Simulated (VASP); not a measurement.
# YGe2S3 (P6mm) in VASP: a series of runs

Runs on YGe2S3. Level: PBE. Tasks: single point.

Program: VASP 6.6.1. These are calculated values, not measurements. Logs are shortened: lines on timing, memory, paths and dates and some standing lists are left out, and cuts for length are marked.

**1. The cell of the first run**

Symmetry: P6mm, No. 183, hexagonal system. Conventional cell: a = 6.381 Å, b = 6.381 Å, c = 4.187 Å, α = 90.00°, β = 90.00°, γ = 120.00°. Y (site symmetry 6mm) has 6 S at 3.19 Å and 6 Ge at 4.04 Å and 2 Y at 4.19 Å within 4.2 Å. Ge (site symmetry 3m) has 3 S at 2.37 Å within 3.1 Å. S (site symmetry 2mm) has 2 Ge at 2.37 Å within 3.1 Å.

**2. Single point, PBE**

File INCAR:

```
PREC     = Accurate       # precision mode
ENCUT    = 520            # plane-wave cutoff, eV
EDIFF    = 1E-7           # SCF threshold, eV
ISMEAR   = 0              # smearing method
SIGMA    = 0.1            # smearing width, eV
LREAL    = F              # projectors in reciprocal space
LASPH    = T              # aspherical terms in the spheres
NELM     = 100            # most SCF steps
ALGO     = Normal         # electronic algorithm
ISIF     = 2              # what is computed and relaxed
LWAVE    = F              # write WAVECAR
LCHARG   = F              # write CHGCAR
GGA      = PE             # functional
NBANDS   = 38             # bands
```

File KPOINTS:

```
regular mesh
0
Gamma
  9 9 10
```

File POSCAR:

```
YGe2S3
1.0
    6.3808941253      0.0000000000      0.0000000000
   -3.1904470627      5.5260164114      0.0000000000
    0.0000000000      0.0000000000      4.1869675574
Y Ge S
1 2 3
Direct
    0.0000000000      0.0000000000      0.5477051266
    0.6666666667      0.3333333333      0.9428298979
    0.3333333333      0.6666666667      0.9428298979
    0.5000000000      0.5000000000      0.5867573426
    0.5000000000      0.0000000000      0.5867573426
    0.0000000000      0.5000000000      0.5867573426
```

Potentials or basis: VASP PAW PBE potentials, release 64 (Y_sv, Ge_d, S).

Started as:

```bash
$ cat potpaw_PBE.64/Y_sv/POTCAR potpaw_PBE.64/Ge_d/POTCAR potpaw_PBE.64/S/POTCAR > POTCAR
$ mpirun -np 1 vasp_std > vasp.out
```

OUTCAR:

```text
PREC = Accurate
   ENCUT = 520
   EDIFF = 1E-7
   ISMEAR = 0
   LREAL = F
   LASPH = T
   NELM = 100
   ISIF = 2
   GGA = PE

 ion  position               nearest neighbor table
   1  0.000  0.000  0.548-   5 3.19   5 3.19   4 3.19   4 3.19   6 3.19   6 3.19
   2  0.667  0.333  0.943-   6 2.37   5 2.37   4 2.37
   3  0.333  0.667  0.943-   6 2.37   5 2.37   4 2.37
   4  0.500  0.500  0.587-   2 2.37   3 2.37   1 3.19   1 3.19
   5  0.500  0.000  0.587-   2 2.37   3 2.37   1 3.19   1 3.19
   6  0.000  0.500  0.587-   2 2.37   3 2.37   1 3.19   1 3.19

  LATTYP: Found a hexagonal cell.
 ALAT       =     6.3808941253
 C/A-ratio  =     0.6561725481

  Lattice vectors:

 A1 = (   6.3808941253,   0.0000000000,   0.0000000000)
 A2 = (  -3.1904470627,   5.5260164114,   0.0000000000)
 A3 = (   0.0000000000,   0.0000000000,   4.1869675574)

Analysis of symmetry for initial positions (statically):
=====================================================================
 Subroutine PRICEL returns:
 Original cell was already a primitive cell.

 Routine SETGRP: Setting up the symmetry group for a
 hexagonal supercell.

 Subroutine GETGRP returns: Found 12 space group operations
 (whereof 12 operations were pure point group operations)
 out of a pool of 24 trial point group operations.

The static configuration has the point symmetry C_6v.

Analysis of symmetry for dynamics (positions and initial velocities):
=====================================================================
 Subroutine PRICEL returns:
 Original cell was already a primitive cell.

 Routine SETGRP: Setting up the symmetry group for a
 hexagonal supercell.

 Subroutine GETGRP returns: Found 12 space group operations
 (whereof 12 operations were pure point group operations)
 out of a pool of 24 trial point group operations.

The dynamic configuration has the point symmetry C_6v.

 Subroutine INISYM returns: Found 12 space group operations
 (whereof 12 operations are pure point group operations),
 and found     1 'primitive' translations

----------------------------------------------------------------------------------------

                                     Primitive cell

  volume of cell :     147.6364

  direct lattice vectors                    reciprocal lattice vectors
     6.380894125  0.000000000  0.000000000     0.156717849  0.090481092  0.000000000
    -3.190447063  5.526016411  0.000000000     0.000000000  0.180962184  0.000000000
[... 92 lines left out ...]
   NELM   =    100;   NELMIN=  2; NELMDL= -5     # of ELM steps
   EDIFF  = 0.1E-06   stopping-criterion for ELM
   LREAL  =      F    real-space projection
   EDIFFG = 0.1E-05   stopping-criterion for IOM
   NSW    =      0    number of steps for IOM
   IBRION =     -1    ionic relax: 0-MD 1-quasi-New 2-CG
   NFREE  =      0    steps in history (QN), initial steepest desc. (CG)
   ISIF   =      2    stress and relaxation
   ISYM   =      2    0-nonsym 1-usesym 2-fastsym
   POTIM  = 0.5000    time-step for ionic-motion
   TEBEG  =    0.0;   TEEND  =   0.0 temperature during run
   PSTRESS=    0.0 pullay stress
   NELECT =      57.0000    total number of electrons
   NUPDOWN=      -1.0000    fix difference up-down
   EMIN   =  10.00;   EMAX   =-10.00  energy-range for DOS
   EFERMI =   0.00;   METHOD = LEGACY
   ISMEAR =     0;   SIGMA  =   0.10  broadening in eV -4-tet -1-fermi 0-gaus
   EFERMI_NEDOS =   21; number of points for ismear=-14 and -15
   IALGO  =     38    algorithm
   IMIX   =      4    mixing-type and parameters
     AMIX     =   0.40;   BMIX     =  1.00
     AMIX_MAG =   1.60;   BMIX_MAG =  1.00
  volume/ion in A,a.u.               =      24.61       166.05
  Fermi-wavevector in a.u.,A,eV,Ry     =   1.192071  2.252687 19.334322  1.421033
  Thomas-Fermi vector in A             =   2.328118
   LORBIT       =      0    0 simple, 1 ext, 2 COOP (PROOUT), +10 PAW based schemes
   GGA     = PE    functional components
   LHFCALC =     F    Hartree Fock is set to
   AEXX    =    0.0000 exact exchange contribution
   IVDW    =     0    specifies the selected vdW correction
   LEPSILON=     F    determine dielectric tensor
   LRPA    =     F    only Hartree local field effects (RPA)
 non-spin polarized calculation
 Gauss-broadening in eV      SIGMA  =   0.10
  energy-cutoff  :      520.00
  volume of cell :      147.64
 maximum number of plane-waves:      4024
 NGX is ok and might be reduce to    48
   NGX = 23   NGY = 23   NGZ = 15

 number of electron      57.0000023 magnetization

 Free energy of the ion-electron system (eV)
  ---------------------------------------------------
  ext. energy  EPLUGINS =         0.00000000
  ---------------------------------------------------
  free energy    TOTEN  =       -29.98850224 eV

  energy without entropy =      -29.98277045  energy(sigma->0) =      -29.98563634

 E-fermi :   4.3010     XC(G=0):  -9.3616

 val. band max:        4.2703963055   @ k =   0.2222   0.0000   0.4000
 cond. band min:       4.3327943040   @ k =   0.1111   0.0000   0.4000
 fundamental gap:      0.0623979985
 Fermi energy:         4.3009856203

 k-point     1 :       0.0000    0.0000    0.0000
  band No.  band energies     occupation
      1     -40.1972      2.00000
      2     -20.1401      2.00000
      3     -20.1401      2.00000
      4     -20.1292      2.00000
      5     -20.1292      2.00000
      6     -20.1003      2.00000
[... 973 lines left out ...]
     37       8.2350      0.00000
     38       8.9077      0.00000

 [... further k-points ...]
[... 5 lines left out ...]
  --------------------------------------------------------------------------------------
  -------------------------------------------------------------------------------------
  Total       -0.0636888     -0.0636888     -0.0190188      0.0000000      0.0000000     -0.0000000
  in kB       -0.6911632     -0.6911632     -0.2063960      0.0000000      0.0000000     -0.0000000
  external PRESSURE =      -0.5295742 kB  Pullay stress =       0.0000000 kB

 VOLUME and BASIS-vectors are now :
 -----------------------------------------------------------------------------
  energy-cutoff  :      520.00
  volume of cell :      147.64
      direct lattice vectors                 reciprocal lattice vectors
     6.380894125  0.000000000  0.000000000     0.156717849  0.090481092  0.000000000
    -3.190447063  5.526016411  0.000000000     0.000000000  0.180962184  0.000000000
     0.000000000  0.000000000  4.186967557     0.000000000  0.000000000  0.238836338

 POSITION                                       TOTAL-FORCE (eV/Angst)
 -----------------------------------------------------------------------------------
      0.00000      0.00000      2.29322         0.000000      0.000000      0.001759
      3.19045      1.84201      3.94760         0.000000      0.000000     -0.005751
     -0.00000      3.68401      3.94760        -0.000000     -0.000000     -0.005751
      1.59522      2.76301      2.45673         0.000000      0.000000      0.003248
      3.19045      0.00000      2.45673         0.000000      0.000000      0.003248
     -1.59522      2.76301      2.45673         0.000000      0.000000      0.003248
 -----------------------------------------------------------------------------------
    total drift:                                0.000000      0.000000     -0.000559

  FREE ENERGIE OF THE ION-ELECTRON SYSTEM (eV)
  ---------------------------------------------------
  free  energy   TOTEN  =       -29.9885022358 eV

  energy  without entropy=      -29.9827704450  energy(sigma->0) =      -29.98563634
```

Run time: 4.5 min. Hardware: 1 thread of Intel Xeon 6975P-C (Granite Rapids), shared host; peak memory 0.52 GiB.

What came out:

| Property | Result |
| --- | --- |
| Free energy | -29.9885 eV |
| Pressure | -0.1 GPa |
| Largest force | 0.006 eV/Å |

Forces in eV/Å, atoms in the order of the input:
```
Y    0.000  0.000  0.002
Ge   0.000  0.000 -0.006
Ge   0.000  0.000 -0.006
S    0.000  0.000  0.003
S    0.000  0.000  0.003
S    0.000  0.000  0.003
```

**3. Single point, PBE**

This run uses another cell than the first one, of 20.62 Å³/atom, 0.838 times its volume.

File INCAR:

```
SYSTEM = YGe2S3
PREC     = Accurate       ! precision mode
ENCUT    = 520            ! plane-wave cutoff, eV
EDIFF    = 1E-6           ! SCF threshold, eV
ISMEAR   = 0              ! smearing method
SIGMA    = 0.1            ! smearing width, eV
LREAL    = .FALSE.        ! projectors in reciprocal space
LASPH    = .TRUE.         ! aspherical terms in the spheres
NELM     = 100            ! most SCF steps
ALGO     = Normal         ! electronic algorithm
ISIF     = 2              ! what is computed and relaxed
LWAVE    = .FALSE.        ! write WAVECAR
LCHARG   = .FALSE.        ! write CHGCAR
GGA      = PE             ! functional
NBANDS   = 38             ! bands
```

File KPOINTS:

```
Automatic mesh
0
G
  3 3 4
  0 0 0
```

File POSCAR:

```
YGe2S3
1.0
    5.8809153500      0.0000000000      0.0000000000
   -2.9404576700      5.0930220900      0.0000000000
    0.0000000000      0.0000000000      4.1305758800
Y Ge S
1 2 3
Direct
    0.0000000000      0.0000000000      0.8888130200
    0.6666666700      0.3333333300      0.9631379800
    0.3333333300      0.6666666700      0.9631379800
    0.5000000000      0.5000000000      0.4595159900
    0.5000000000      0.0000000000      0.4595159900
    0.0000000000      0.5000000000      0.4595159900
```

Potentials or basis: VASP PAW PBE potentials, release 64 (Y_sv, Ge_d, S).

Started as:

```bash
$ cat potpaw_PBE.64/Y_sv/POTCAR potpaw_PBE.64/Ge_d/POTCAR potpaw_PBE.64/S/POTCAR > POTCAR
$ mpirun -np 1 vasp_std > vasp.out
```

OUTCAR:

```text
SYSTEM = YGe2S3
   PREC = Accurate
   ENCUT = 520
   EDIFF = 1E-6
   ISMEAR = 0
   LREAL = .FALSE.
   LASPH = .TRUE.
   NELM = 100
   ISIF = 2
   GGA = PE

 ion  position               nearest neighbor table
   1  0.000  0.000  0.889-   2 3.41   3 3.41   3 3.41   2 3.41   2 3.41   3 3.41   6 3.43   6 3.43
                             5 3.43   5 3.43   4 3.43   4 3.43
   2  0.667  0.333  0.963-   5 2.66   6 2.66   4 2.66   5 2.69   6 2.69   4 2.69   1 3.41   1 3.41
                             1 3.41
   3  0.333  0.667  0.963-   5 2.66   6 2.66   4 2.66   5 2.69   6 2.69   4 2.69   1 3.41   1 3.41
[... 563 lines left out ...]
  -------------------------------------------------------------------------------------
  Total        1.7266969      1.7266969     -3.6386690      0.0000000     -0.0000000      0.0000000
  in kB       22.3612254     22.3612254    -47.1218186      0.0000000     -0.0000000      0.0000000
  external PRESSURE =      -0.7997893 kB  Pullay stress =       0.0000000 kB

 VOLUME and BASIS-vectors are now :
 -----------------------------------------------------------------------------
  energy-cutoff  :      520.00
  volume of cell :      123.72
      direct lattice vectors                 reciprocal lattice vectors
     5.880915350  0.000000000  0.000000000     0.170041557  0.098173538  0.000000000
    -2.940457670  5.093022090  0.000000000     0.000000000  0.196347077  0.000000000
     0.000000000  0.000000000  4.130575880     0.000000000  0.000000000  0.242096993

 POSITION                                       TOTAL-FORCE (eV/Angst)
 -----------------------------------------------------------------------------------
      0.00000      0.00000      3.67131         0.000000      0.000000     -0.482255
      2.94046      1.69767      3.97831        -0.000000      0.000000      0.166801
     -0.00000      3.39535      3.97831         0.000000     -0.000000      0.166801
      1.47023      2.54651      1.89807        -0.000000      0.000000      0.049551
      2.94046      0.00000      1.89807        -0.000000      0.000000      0.049551
     -1.47023      2.54651      1.89807        -0.000000      0.000000      0.049551
 -----------------------------------------------------------------------------------
    total drift:                                0.000000      0.000001      0.001933

  FREE ENERGIE OF THE ION-ELECTRON SYSTEM (eV)
  ---------------------------------------------------
  free  energy   TOTEN  =       -26.7515033476 eV

  energy  without entropy=      -26.7125758699  energy(sigma->0) =      -26.73203961
```

Run time: 40 s. Hardware: 1 thread of Intel Xeon 6975P-C (Granite Rapids), shared host; peak memory 0.28 GiB.

Results:

```
Free energy   : -26.7515 eV
Pressure      : -0.1 GPa
Largest force : 0.482 eV/Å
```

Forces on the atoms (eV/Å):
```
Y    0.000  0.000 -0.482
Ge   0.000  0.000  0.167
Ge   0.000  0.000  0.167
S    0.000  0.000  0.050
S    0.000  0.000  0.050
S    0.000  0.000  0.050
```

Caveat: the k points lie up to 0.41 Å⁻¹ apart.
